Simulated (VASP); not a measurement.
A run of VASP 6.6.1:

The input INCAR:

```
SYSTEM = Hf4C
PREC = Accurate
ENCUT = 600
EDIFF = 1E-6
ISMEAR = 0
SIGMA = 0.2
LREAL = .False.
LASPH = .True.
NELM = 120
ALGO = Normal
ISIF = 2
LWAVE = .False.
LCHARG = .True.
GGA = PE
LELF = .True.
LVHAR = .True.
NBANDS = 30
GGA_COMPAT = .False.
```

The input KPOINTS:

```
Automatic mesh
0
Gamma
  4 4 4
  0 0 0
```

File POSCAR:

```
Hf4C
1.0
    5.0889230738      0.0000000000      0.0000000000
    0.0000000000      5.0889230738      0.0000000000
    0.0000000000      0.0000000000      5.0889230738
Hf C
4 1
Direct
    0.5000000000      0.5000000000      0.5000000000
    0.0000000000      0.5000000000      0.5000000000
    0.5000000000      0.0000000000      0.5000000000
    0.5000000000      0.5000000000      0.0000000000
    0.0000000000      0.0000000000      0.0000000000
```

Potentials or basis: VASP PAW PBE potentials, release 64 (Hf_pv, C).

Launch:

```console
$ cat potpaw_PBE.64/Hf_pv/POTCAR potpaw_PBE.64/C/POTCAR > POTCAR
$ mpirun -np 1 vasp_std > vasp.out
```

Hardware: 1 thread of Intel(R) Xeon(R) 6975P-C (Granite Rapids), with other jobs on the host.

Question: How long does it take, and how much memory?

Answer: Wall time 28 s on 1 thread of Intel(R) Xeon(R) 6975P-C (Granite Rapids), with other jobs on the host, peak memory 0.27 GiB. Counts: scf iterations 18, k points 10.
